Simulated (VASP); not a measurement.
# Ti (P-1) in VASP: single point with r2SCAN

Aim: the single point of Ti with r2SCAN.

Program: VASP 6.6.1. These are calculated values, not measurements. Logs are shortened: lines on timing, memory, paths and dates and some standing lists are left out, and cuts for length are marked.

## 1. The cell of the first run

The typed cell holds 2 atoms: a = 2.936 Å, b = 2.936 Å, c = 4.636 Å, α = 90.00°, β = 90.00°, γ = 120.00°.

## 2. Single point, r2SCAN (atoms moved at random)

Input file POSCAR:

```
Ti
1.0
    2.9357969437      0.0000000000      0.0000000000
   -1.4678984718      2.5424747336      0.0000000000
    0.0000000000      0.0000000000      4.6361929033
Ti
2
Direct
    0.4774907004      0.6869502717      0.2080213848
    0.5225092996      0.3130497283      0.7919786152
```

Input file INCAR.step1:

```
  ALGO = Normal
  EDIFF = 1E-4
  ENCUT = 520
  GGA = PE
  ISMEAR = 0
  LASPH = True
  LCHARG = False
  LREAL = False
  LWAVE = True
  NBANDS = 19
  NELM = 60
  PREC = Accurate
  SIGMA = 0.15
```

Input file INCAR.step2:

```
  ALGO = Normal
  EDIFF = 1E-6
  ENCUT = 520
  ISIF = 2
  ISMEAR = 0
  ISTART = 1
  LASPH = True
  LCHARG = False
  LMIXTAU = True
  LREAL = False
  LWAVE = False
  METAGGA = R2SCAN
  NBANDS = 19
  NELM = 60
  PREC = Accurate
  SIGMA = 0.15
```

Input file KPOINTS:

```
k-points
0
Gamma
  12 12 8
```

Potentials or basis: VASP PAW PBE potentials, release 64 (Ti_sv).

Run with:

```bash
$ cat potpaw_PBE.64/Ti_sv/POTCAR > POTCAR
$ cp INCAR.step1 INCAR
$ mpirun -np 1 vasp_std > vasp.out
$ cp INCAR.step2 INCAR
$ mpirun -np 1 vasp_std > vasp.out
```

OUTCAR:

```text
EDIFF = 1E-6
   ENCUT = 520
   ISIF = 2
   ISMEAR = 0
   ISTART = 1
   LASPH = True
   LREAL = False
   METAGGA = R2SCAN
   NELM = 60
   PREC = Accurate

 ion  position               nearest neighbor table
   1  0.477  0.687  0.208-   2 2.26   2 2.62
   2  0.523  0.313  0.792-   1 2.26   1 2.62

  LATTYP: Found a hexagonal cell.
 ALAT       =     2.9357969437
 C/A-ratio  =     1.5791939948

  Lattice vectors:

 A1 = (   2.9357969437,   0.0000000000,   0.0000000000)
 A2 = (  -1.4678984718,   2.5424747336,   0.0000000000)
 A3 = (   0.0000000000,   0.0000000000,   4.6361929033)

Analysis of symmetry for initial positions (statically):
=====================================================================
 Subroutine PRICEL returns:
 Original cell was already a primitive cell.

 Routine SETGRP: Setting up the symmetry group for a
 hexagonal supercell.

 Subroutine GETGRP returns: Found  2 space group operations
 (whereof  2 operations were pure point group operations)
 out of a pool of 24 trial point group operations.

The static configuration has the point symmetry S_2 .

Analysis of symmetry for dynamics (positions and initial velocities):
=====================================================================
 Subroutine PRICEL returns:
 Original cell was already a primitive cell.

 Routine SETGRP: Setting up the symmetry group for a
 hexagonal supercell.

 Subroutine GETGRP returns: Found  2 space group operations
 (whereof  2 operations were pure point group operations)
 out of a pool of 24 trial point group operations.

The dynamic configuration has the point symmetry S_2 .

 Subroutine INISYM returns: Found  2 space group operations
 (whereof  2 operations are pure point group operations),
 and found     1 'primitive' translations

----------------------------------------------------------------------------------------

                                     Primitive cell

  volume of cell :      34.6054

  direct lattice vectors                    reciprocal lattice vectors
     2.935796944  0.000000000  0.000000000     0.340623013  0.196658788  0.000000000
    -1.467898472  2.542474734  0.000000000     0.000000000  0.393317576  0.000000000
     0.000000000  0.000000000  4.636192903     0.000000000  0.000000000  0.215694217

  length of vectors
     2.935796944  2.935796944  4.636192903     0.393317576  0.393317576  0.215694217

  position of ions in fractional coordinates (direct lattice)
     0.477490700  0.686950272  0.208021385
     0.522509300  0.313049728  0.791978615

  ion indices of the primitive-cell ions
   primitive index   ion index
                 1           1
                 2           2

----------------------------------------------------------------------------------------

 KPOINTS: k-points

Automatic generation of k-mesh.
 Grid dimensions read from file:
 generate k-points for:   12   12    8

 Generating k-lattice:

  Cartesian coordinates                     Fractional coordinates (reciprocal lattice)
     0.028385251  0.016388232  0.000000000     0.083333333  0.000000000  0.000000000
     0.000000000  0.032776465  0.000000000     0.000000000  0.083333333  0.000000000
     0.000000000  0.000000000  0.026961777     0.000000000  0.000000000  0.125000000

  Length of vectors
     0.032776465  0.032776465  0.026961777

  Shift w.r.t. Gamma in fractional coordinates (k-lattice)
     0.000000000  0.000000000  0.000000000

 Subroutine IBZKPT returns following result:
 ===========================================

 Found    580 irreducible k-points:

 Following reciprocal coordinates:
            Coordinates               Weight
  0.000000  0.000000  0.000000      1.000000
  0.083333 -0.000000  0.000000      2.000000
  0.000000  0.083333  0.000000      2.000000
 -0.083333  0.083333  0.000000      2.000000
  0.166667  0.000000  0.000000      2.000000
  0.000000  0.166667  0.000000      2.000000
[... 16 lines left out ...]
  0.166667  0.083333  0.000000      2.000000
 -0.083333  0.250000  0.000000      2.000000
 [... further k-points ...]
   k-points           NKPTS =    580   k-points in BZ     NKDIM =    580   number of bands    NBANDS=     19
   number of dos      NEDOS =    301   number of ions     NIONS =      2
   total plane-waves  NPLWV =  20736
   dimension x,y,z NGX =    24 NGY =   24 NGZ =   36
   dimension x,y,z NGXF=    48 NGYF=   48 NGZF=   72
   ions per type =               2
   NGX,Y,Z   is equivalent  to a cutoff of  13.59, 13.59, 12.91 a.u.
   NGXF,Y,Z  is equivalent  to a cutoff of  27.18, 27.18, 25.82 a.u.
 SYSTEM =  unknown system
   PREC   = accura    normal or accurate (medium, high low for compatibility)
   ISTART =      1    job   : 0-new  1-cont  2-samecut
   ICHARG =      0    charge: 1-file 2-atom 10-const
   ISPIN  =      1    spin polarized calculation?
   LNONCOLLINEAR =      F non collinear calculations
   LSORBIT =      F    spin-orbit coupling
   LASPH  =      T    aspherical Exc in radial PAW
   ENCUT  =  520.0 eV  38.22 Ry    6.18 a.u.   5.46  5.46  8.62*2*pi/ulx,y,z
   NELM   =     60;   NELMIN=  2; NELMDL=  0     # of ELM steps
   EDIFF  = 0.1E-05   stopping-criterion for ELM
   LREAL  =      F    real-space projection
   EDIFFG = 0.1E-04   stopping-criterion for IOM
   NSW    =      0    number of steps for IOM
   IBRION =     -1    ionic relax: 0-MD 1-quasi-New 2-CG
   NFREE  =      0    steps in history (QN), initial steepest desc. (CG)
   ISIF   =      2    stress and relaxation
   ISYM   =      2    0-nonsym 1-usesym 2-fastsym
   POTIM  = 0.5000    time-step for ionic-motion
   TEBEG  =    0.0;   TEEND  =   0.0 temperature during run
   PSTRESS=    0.0 pullay stress
   NELECT =      24.0000    total number of electrons
   NUPDOWN=      -1.0000    fix difference up-down
   EMIN   =  10.00;   EMAX   =-10.00  energy-range for DOS
   EFERMI =   0.00;   METHOD = LEGACY
   ISMEAR =     0;   SIGMA  =   0.15  broadening in eV -4-tet -1-fermi 0-gaus
   EFERMI_NEDOS =   21; number of points for ismear=-14 and -15
   IALGO  =     38    algorithm
   IMIX   =      4    mixing-type and parameters
     AMIX     =   0.40;   BMIX     =  1.00
     AMIX_MAG =   1.60;   BMIX_MAG =  1.00
  volume/ion in A,a.u.               =      17.30       116.76
  Fermi-wavevector in a.u.,A,eV,Ry     =   1.449096  2.738395 28.570596  2.099880
  Thomas-Fermi vector in A             =   2.566862
   LORBIT       =      0    0 simple, 1 ext, 2 COOP (PROOUT), +10 PAW based schemes
   METAGGA = R2SCAN    functional components
   LHFCALC =     F    Hartree Fock is set to
   AEXX    =    0.0000 exact exchange contribution
   IVDW    =     0    specifies the selected vdW correction
   LEPSILON=     F    determine dielectric tensor
   LRPA    =     F    only Hartree local field effects (RPA)
 non-spin polarized calculation
 Gauss-broadening in eV      SIGMA  =   0.15
  energy-cutoff  :      520.00
  volume of cell :       34.61
 maximum number of plane-waves:       965
 NGX is ok and might be reduce to    24
   NGX = 11   NGY = 11   NGZ = 17

 number of electron      24.0000002 magnetization

 Free energy of the ion-electron system (eV)
  ---------------------------------------------------
  ext. energy  EPLUGINS =         0.00000000
  ---------------------------------------------------
  free energy    TOTEN  =       -25.23783167 eV

  energy without entropy =      -25.21029265  energy(sigma->0) =      -25.22406216

 E-fermi :   8.2002     XC(G=0): -12.3250

 val. band max:        8.2001372934   @ k =  -0.2500   0.3333   0.5000
 cond. band min:       8.2010140131   @ k =  -0.4167   0.1667  -0.1250
 fundamental gap:      0.0008767197
 Fermi energy:         8.2002088351

 k-point     1 :       0.0000    0.0000    0.0000
  band No.  band energies     occupation
      1     -50.8398      2.00000
      2     -50.4331      2.00000
      3     -26.7387      2.00000
      4     -25.7322      2.00000
      5     -25.6265      2.00000
      6     -25.4896      2.00000
[... 11 lines left out ...]
     18      11.1080      0.00000
     19      11.9183      0.00000

 k-point     2 :       0.0833   -0.0000    0.0000
  band No.  band energies     occupation
      1     -50.8336      2.00000
      2     -50.4291      2.00000
      3     -26.7316      2.00000
      4     -25.7402      2.00000
      5     -25.6665      2.00000
      6     -25.5019      2.00000
[... 11 lines left out ...]
     18      11.7462      0.00000
     19      11.9334      0.00000

 k-point     3 :       0.0000    0.0833    0.0000
  band No.  band energies     occupation
      1     -50.8303      2.00000
      2     -50.4322      2.00000
      3     -26.7303      2.00000
      4     -25.7751      2.00000
      5     -25.6401      2.00000
      6     -25.4973      2.00000
[... 11 lines left out ...]
     18      11.1203      0.00000
     19      11.8359      0.00000

 k-point     4 :      -0.0833    0.0833    0.0000
  band No.  band energies     occupation
      1     -50.8301      2.00000
      2     -50.4324      2.00000
      3     -26.7304      2.00000
      4     -25.7749      2.00000
      5     -25.6402      2.00000
      6     -25.4976      2.00000
[... 11 lines left out ...]
     18      11.0816      0.00000
     19      11.8972      0.00000

 k-point     5 :       0.1667    0.0000    0.0000
  band No.  band energies     occupation
      1     -50.8167      2.00000
      2     -50.4181      2.00000
      3     -26.7125      2.00000
      4     -25.7882      2.00000
      5     -25.7482      2.00000
      6     -25.5587      2.00000
[... 11 lines left out ...]
     18      11.8680      0.00000
     19      12.7396      0.00000

 k-point     6 :       0.0000    0.1667    0.0000
  band No.  band energies     occupation
      1     -50.8040      2.00000
      2     -50.4303      2.00000
      3     -26.7098      2.00000
      4     -25.8828      2.00000
      5     -25.6786      2.00000
      6     -25.5251      2.00000
[... 11 lines left out ...]
     18      11.1012      0.00000
     19      11.6332      0.00000

 k-point     7 :      -0.1667    0.1667    0.0000
  band No.  band energies     occupation
      1     -50.8031      2.00000
      2     -50.4311      2.00000
      3     -26.7103      2.00000
      4     -25.8801      2.00000
      5     -25.6795      2.00000
      6     -25.5358      2.00000
[... 11 lines left out ...]
     18      11.0167      0.00000
     19      11.8568      0.00000

 k-point     8 :       0.2500   -0.0000    0.0000
  band No.  band energies     occupation
      1     -50.7936      2.00000
      2     -50.4032      2.00000
      3     -26.6868      2.00000
      4     -25.9323      2.00000
      5     -25.7784      2.00000
      6     -25.6486      2.00000
[... 256 lines left out ...]
 k-point    20 :       0.0833    0.0833    0.0000
  band No.  band energies     occupation
      1     -50.8190      2.00000
      2     -50.4246      2.00000
      3     -26.7174      2.00000
      4     -25.7962      2.00000
      5     -25.7128      2.00000
      6     -25.5214      2.00000
[... 11 lines left out ...]
     18      11.6755      0.00000
     19      11.9650      0.00000

 k-point    21 :      -0.0833    0.1667    0.0000
  band No.  band energies     occupation
      1     -50.8090      2.00000
      2     -50.4340      2.00000
      3     -26.7154      2.00000
      4     -25.8687      2.00000
      5     -25.6416      2.00000
      6     -25.5273      2.00000
[... 11 lines left out ...]
     18      10.8733      0.00000
     19      11.7207      0.00000

 k-point    22 :      -0.1667    0.0833    0.0000
  band No.  band energies     occupation
      1     -50.8183      2.00000
      2     -50.4251      2.00000
      3     -26.7177      2.00000
      4     -25.7947      2.00000
      5     -25.7145      2.00000
      6     -25.5128      2.00000
[... 11 lines left out ...]
     18      11.6340      0.00000
     19      11.9635      0.00000

 k-point    23 :       0.1667    0.0833    0.0000
  band No.  band energies     occupation
      1     -50.7990      2.00000
      2     -50.4116      2.00000
      3     -26.6953      2.00000
      4     -25.8682      2.00000
      5     -25.7984      2.00000
      6     -25.5929      2.00000
[... 11 lines left out ...]
     18      11.6833      0.00000
     19      12.4051      0.00000

 k-point    24 :      -0.0833    0.2500    0.0000
  band No.  band energies     occupation
      1     -50.7746      2.00000
      2     -50.4349      2.00000
      3     -26.6961      2.00000
      4     -25.9880      2.00000
      5     -25.6733      2.00000
      6     -25.5751      2.00000
[... 11 lines left out ...]
     18      11.1982      0.00000
     19      11.4841      0.00000

 [... further k-points ...]

------------------------ aborting loop because EDIFF is reached ----------------------------------------

  FORCE on cell =-STRESS in cart. coord.  units (eV):
  Direction    XX          YY          ZZ          XY          YZ          ZX
  --------------------------------------------------------------------------------------
  -------------------------------------------------------------------------------------
  Total       -0.0989414      0.4424618      1.5596705     -0.9957346      0.5340162     -0.5417267
  in kB       -4.5808344     20.4852961     72.2103224    -46.1009658     24.7241186    -25.0811048
  external PRESSURE =      29.3715947 kB  Pullay stress =       0.0000000 kB

 VOLUME and BASIS-vectors are now :
 -----------------------------------------------------------------------------
  energy-cutoff  :      520.00
  volume of cell :       34.61
      direct lattice vectors                 reciprocal lattice vectors
     2.935796944  0.000000000  0.000000000     0.340623013  0.196658788  0.000000000
    -1.467898472  2.542474734  0.000000000     0.000000000  0.393317576  0.000000000
     0.000000000  0.000000000  4.636192903     0.000000000  0.000000000  0.215694217

 POSITION                                       TOTAL-FORCE (eV/Angst)
 -----------------------------------------------------------------------------------
      0.39344      1.74655      0.96443        -0.318601      0.161558      2.338142
      1.07446      0.79592      3.67177         0.318601     -0.161558     -2.338142
 -----------------------------------------------------------------------------------
    total drift:                                0.000000     -0.000000      0.000000

  FREE ENERGIE OF THE ION-ELECTRON SYSTEM (eV)
  ---------------------------------------------------
  free  energy   TOTEN  =       -25.2378316661 eV

  energy  without entropy=      -25.2102926544  energy(sigma->0) =      -25.22406216
```

Run time: 37 min. Hardware: 1 thread of Oxide Virtual Turin-like, shared host; peak memory 0.38 GiB.

Results:

```yaml
Free_energy: -25.2378 eV
Pressure: 2.9 GPa
Largest_force: 2.365 eV/Å
Band_gap_on_the_k_mesh: zero (bands 12 and 13 overlap by 1.33 eV)
```

Forces in eV/Å, atoms in the order of the input:
```
Ti  -0.319  0.162  2.338
Ti   0.319 -0.162 -2.338
```

Caveat: the cell differs from its parent crystal (atoms moved at random); the stress differs along the axes, from -0 to 7 GPa; the PAW data sets were made with another functional, which shifts forces and pressure a little.
